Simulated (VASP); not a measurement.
Write the native input for VASP 6.6.1 that does the following.

| Property | Result |
| --- | --- |
| Task | single point |
| Functional | r2SCAN |
| Dispersion | rVV10 |
| Potentials or basis | VASP PAW PBE potentials, release 64 (Zr_sv, B) |
| Cutoff | 550 eV |
| k mesh | 8 × 8 × 8 |
| Occupations | gaussian, width 0.05 eV |
| Spin | no spin polarisation |
| Dipole correction | no |
| Further INCAR settings | ALGO = Normal; EDIFF = 1e-06; NBANDS = 14 |

ZrB:

```
CELL_PARAMETERS angstrom
0.00000 2.41451 2.41451
2.41451 0.00000 2.41451
2.41451 2.41451 0.00000
ATOMIC_POSITIONS crystal
Zr 0.50000 0.50000 0.50000
B 0.00000 0.00000 0.00000
```

One way to write it, as run:

POSCAR

```
ZrB
1.0
    0.0000000000      2.4145111582      2.4145111582
    2.4145111582      0.0000000000      2.4145111582
    2.4145111582      2.4145111582      0.0000000000
Zr B
1 1
Direct
    0.5000000000      0.5000000000      0.5000000000
    0.0000000000      0.0000000000      0.0000000000
```

INCAR.step1

```
PREC     = Accurate       # precision mode
ENCUT    = 550            # plane-wave cutoff, eV
ISMEAR   = 0              # smearing method
SIGMA    = 0.05           # smearing width, eV
LREAL    = False          # projectors in reciprocal space
LASPH    = True           # aspherical terms in the spheres
NELM     = 120            # most SCF steps
NBANDS   = 14             # bands
GGA      = PE             # functional
ALGO     = Normal         # electronic algorithm
EDIFF    = 1E-5           # SCF threshold, eV
LWAVE    = True           # write WAVECAR
LCHARG   = False          # write CHGCAR
GGA_COMPAT= False
```

INCAR.step2

```
PREC     = Accurate       # precision mode
ENCUT    = 550            # plane-wave cutoff, eV
EDIFF    = 1E-6           # SCF threshold, eV
ISMEAR   = 0              # smearing method
SIGMA    = 0.05           # smearing width, eV
LREAL    = False          # projectors in reciprocal space
LASPH    = True           # aspherical terms in the spheres
NELM     = 120            # most SCF steps
ALGO     = Normal         # electronic algorithm
ISIF     = 2              # what is computed and relaxed
LWAVE    = False          # write WAVECAR
LCHARG   = True           # write CHGCAR
METAGGA  = R2SCAN         # meta-GGA
LMIXTAU  = True         
LUSE_VDW = True         
IVDW_NL  = 2            
BPARAM   = 11.95        
CPARAM   = 0.0093       
LELF     = True           # ELF
LVHAR    = True         
NBANDS   = 14             # bands
ISTART   = 1            
GGA_COMPAT= False
```

KPOINTS

```
regular mesh
0
Gamma
  8 8 8
```

Potentials or basis: VASP PAW PBE potentials, release 64 (Zr_sv, B).

Command:

```bash
$ cat potpaw_PBE.64/Zr_sv/POTCAR potpaw_PBE.64/B/POTCAR > POTCAR
$ cp INCAR.step1 INCAR
$ mpirun -np 1 vasp_std > vasp.out
$ cp INCAR.step2 INCAR
$ mpirun -np 1 vasp_std > vasp.out
```

It gave:

- Pressure: 8.4 GPa

Caveat: the PAW data sets were made with another functional, which shifts forces and pressure a little.

Wall time 82 s on 1 thread of Intel(R) Xeon(R) Platinum 8488C (Sapphire Rapids) (shared host), peak memory 0.26 GiB.
